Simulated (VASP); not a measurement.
A run of VASP 6.6.1 is set up as follows.

INCAR

```
SYSTEM = AlRu
ALGO     = Normal         ! electronic algorithm
EDIFF    = 1E-6           ! SCF threshold, eV
ENCUT    = 500            ! plane-wave cutoff, eV
GGA      = CA             ! functional
GGA_COMPAT= .False.      
ISIF     = 2              ! what is computed and relaxed
ISMEAR   = -1             ! smearing method
LASPH    = .True.         ! aspherical terms in the spheres
LCHARG   = .False.        ! write CHGCAR
LREAL    = .False.        ! projectors in reciprocal space
LWAVE    = .False.        ! write WAVECAR
NBANDS   = 16             ! bands
NELM     = 120            ! most SCF steps
PREC     = Accurate       ! precision mode
SIGMA    = 0.1            ! smearing width, eV
```

File KPOINTS:

```
k-points
0
Gamma
  11 11 11
  0 0 0
```

Contents of POSCAR:

```
AlRu
1.0
    2.9916000000      0.0000000000      0.0000000000
    0.0000000000      2.9916000000      0.0000000000
    0.0000000000      0.0000000000      2.9916000000
Al Ru
1 1
Direct
    0.0000000000      0.0000000000      0.0000000000
    0.5000000000      0.5000000000      0.5000000000
```

Potentials or basis: VASP PAW LDA potentials, release 64 (Al, Ru_pv).

Run with:

```bash
$ cat potpaw_LDA.64/Al/POTCAR potpaw_LDA.64/Ru_pv/POTCAR > POTCAR
$ mpirun -np 1 vasp_std > vasp.out
```

**Question.** What does it give for the pressure?

**Answer.** -7.4 GPa.

**Question.** What does it give for the band gap on the k mesh?

**Answer.** Zero (an odd number of electrons rules out a gap without spin polarisation).

Caveat: the cell stands under tension.
